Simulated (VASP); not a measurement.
Input of a VASP 6.6.1 run:

Contents of INCAR:

```
SYSTEM = Ga3Bi2As
PREC = Accurate ; ENCUT = 520
EDIFF = 1E-6 ; ISMEAR = -1
SIGMA = 0.02 ; LREAL = .FALSE.
LASPH = .TRUE. ; NELM = 80
ALGO = Normal ; ISIF = 2
LWAVE = .FALSE. ; LCHARG = .TRUE.
GGA = PE ; LELF = .TRUE.
LVHAR = .TRUE. ; NBANDS = 46
```

The input KPOINTS:

```
Automatic mesh
0
G
  6 6 6
  0 0 0
```

Contents of POSCAR:

```
Ga3Bi2As
1.0
   -2.1722742598      6.5258811723      3.0768706243
    2.1722742598     -6.5258811723      3.0768706243
    2.1722742598      6.5258811723     -3.0768706243
As Ga Bi
1 3 2
Direct
    0.0025714165      0.0025714165      0.0000000000
    0.2208861375      0.7208861375      0.5000000000
    0.6124955649      0.7655448295      0.8469507354
    0.9185940940      0.7655448295      0.1530492646
    0.3317598829     -0.0022736065      0.3340334894
    0.6636929041     -0.0022736065      0.6659665106
```

Potentials or basis: VASP PAW PBE potentials, release 64 (As, Ga_d, Bi_d).

Command:

```console
$ cat potpaw_PBE.64/As/POTCAR potpaw_PBE.64/Ga_d/POTCAR potpaw_PBE.64/Bi_d/POTCAR > POTCAR
$ mpirun -np 1 vasp_std > vasp.out
```

(1) Estimate the pressure.

(2) Estimate the largest force.

(3) Predict the band gap on the k mesh.

## Answers

(1) 1.4 GPa.

(2) 0.048 eV/Å.

(3) zero (bands 37 and 38 overlap by 0.24 eV).

Caveat: spin-orbit coupling is left out, which moves the levels of the heavy elements.
